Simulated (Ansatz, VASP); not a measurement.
## Two plane-wave programs on ZnO

```
CELL_PARAMETERS angstrom
3.28978 0.00000 0.00000
-1.64489 2.84903 0.00000
0.00000 0.00000 10.67800
ATOMIC_POSITIONS crystal
Zn 0.00000 0.00000 0.99938
Zn 0.33333 0.66667 0.24956
Zn 0.00000 0.00000 0.49938
Zn 0.66667 0.33333 0.74956
O 0.00000 0.00000 0.18815
O 0.33333 0.66667 0.43790
O 0.00000 0.00000 0.68815
O 0.66667 0.33333 0.93790
```

Alike in both runs: task single point; functional r2SCAN; k mesh 9 × 9 × 2; no spin polarisation.

|  | VASP | Ansatz |
| --- | --- | --- |
| version | VASP 6.6.1 | Ansatz 0.2.0 |
| potentials or method | VASP PAW PBE potentials, release 64 (Zn, O) | plane waves, PAW |
| plane-wave cutoff (eV) | 520 | 500 |
| occupations | gaussian, width 0.01 eV | fixed |
| valence electrons in the cell | 72 | 72 |

|  | VASP | Ansatz | Ansatz less VASP |
| --- | --- | --- | --- |
| gap on the k mesh at the Fermi level (eV) | 1.09 | 1.09 | +0.005 |
| pressure (GPa) | -7.0 | -7.7 | -0.70 |
| traceless stress, the component that is largest in VASP (GPa) | -0.06 | 0.03 | +0.087 |
| rms of the force components (eV/Å) | 0.005 | 0.004 | -0.0002 |

VASP's potentials were made for PBE, not for r2SCAN. Atom by atom the forces differ by 0.003 eV/Å (rms over components).
